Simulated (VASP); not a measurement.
## MoS2: single point with PBEsol

MoS2:

```xyz
3
Lattice="3.2275 0.0000 0.0000 -1.6137 2.7951 0.0000 0.0000 0.0000 6.5650" Properties=species:S:1:pos:R:3 pbc="T T T"
Mo    0.0000    0.0000    3.2825
S     1.6137    0.9317    4.8888
S     0.0000    1.8634    1.6762
```

- Program: VASP 6.6.1
- Task: single point
- Functional: PBEsol
- Potentials or basis: VASP PAW PBE potentials, release 64 (Mo_sv, S)
- Cutoff: 520 eV
- k mesh: 8 × 8 × 4
- Occupations: fermi-dirac, width 0.05 eV
- Spin: no spin polarisation
- Dipole correction: no
- Further INCAR settings: ALGO = Normal; EDIFF = 1e-07; NBANDS = 20

- Pressure: -8.3 GPa
- Largest force: 0.859 eV/Å
- Band gap on the k mesh: zero (band 13 reaches 6.48 eV, above the bottom of band 14 at 6.14 eV)

Forces on the atoms (eV/Å):
```
Mo   0.000  0.000  0.000
S    0.000  0.000 -0.859
S    0.000  0.000  0.859
```

Stress tensor (GPa, compression positive):
```
-8.12  0.00  0.00
 0.00 -8.12  0.00
 0.00  0.00 -8.68
```

Levels at points of the mesh, in eV from the Fermi level:
| k point | band 9 | band 10 | band 11 | band 12 | band 13 | band 14 | band 15 | band 16 | band 17 | band 18 |
| --- | --- | --- | --- | --- | --- | --- | --- | --- | --- | --- |
| (0.00, 0.00, 0.00) | -3.64 | -2.01 | -1.22 | -0.81 | -0.81 | -0.16 | -0.16 | 3.02 | 3.02 | 5.72 |
| (0.50, 0.00, 0.00) | -4.63 | -3.80 | -3.06 | -1.83 | -1.58 | 1.05 | 1.69 | 3.37 | 3.67 | 5.43 |
| (0.00, 0.00, 0.50) | -3.63 | -3.54 | -0.82 | -0.82 | -0.35 | -0.22 | -0.22 | 3.13 | 3.13 | 6.15 |
| (0.50, 0.00, 0.50) | -4.66 | -3.84 | -2.42 | -2.13 | -1.46 | 1.05 | 1.74 | 3.13 | 4.45 | 4.48 |

Run time: 25 s on 1 thread of Intel(R) Xeon(R) Platinum 8488C (Sapphire Rapids), on a shared host, peak memory 0.19 GiB.

Caveat: the PAW data sets were made with another functional, which shifts forces and pressure a little; this functional lacks dispersion, which binds the layers, so the pressure and a relaxed spacing across them are unreliable.
